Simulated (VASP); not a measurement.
Write the native input for VASP 6.6.1 that does the following.

- Task: single point
- Functional: PBE
- Potentials or basis: VASP PAW PBE potentials, release 64 (Ta_pv)
- Cutoff: 520 eV
- k mesh: 12 × 12 × 1
- Occupations: fermi-dirac, width 0.08 eV
- Spin: no spin polarisation
- Dipole correction: no
- Further INCAR settings: ALGO = Normal; EDIFF = 1e-06; NBANDS = 42

The structure of Ta lies in POSCAR:

```
Ta
1.0
    3.3195547178      0.0000000000      0.0000000000
    0.0000000000      3.3195547178      0.0000000000
    0.0000000000      0.0000000000     24.2989000000
Ta
6
Direct
    0.2500000000      0.2500000000      0.3367527515
    0.7500000000      0.7500000000      0.3967757328
    0.2500000000      0.2500000000      0.4643958381
    0.7500000000      0.7500000000      0.5356042256
    0.2500000000      0.2500000000      0.6032242381
    0.7500000000      0.7500000000      0.6632472139
```

One way to write it, as run:

INCAR

```
  PREC = Accurate
  ENCUT = 520
  EDIFF = 1E-6
  ISMEAR = -1
  SIGMA = 0.08
  LREAL = F
  LASPH = T
  NELM = 80
  ALGO = Normal
  ISIF = 2
  LWAVE = F
  LCHARG = F
  GGA = PE
  NBANDS = 42
```

KPOINTS

```
Automatic mesh
0
Gamma
  12 12 1
```

Potentials or basis: VASP PAW PBE potentials, release 64 (Ta_pv).

Run with:

```bash
$ cat potpaw_PBE.64/Ta_pv/POTCAR > POTCAR
$ mpirun -np 1 vasp_std > vasp.out
```

It gave:

The largest force is 0.005 eV/Å and the band gap on the k mesh is zero (bands 33 and 34 overlap by 1.19 eV).

Caveat: there is no dipole correction, which matters where the two faces differ; spin-orbit coupling is left out, which moves the levels of the heavy elements.

It took 12 min on 1 thread of Oxide Virtual Turin-like Processor (shared host), peak memory 0.49 GiB.
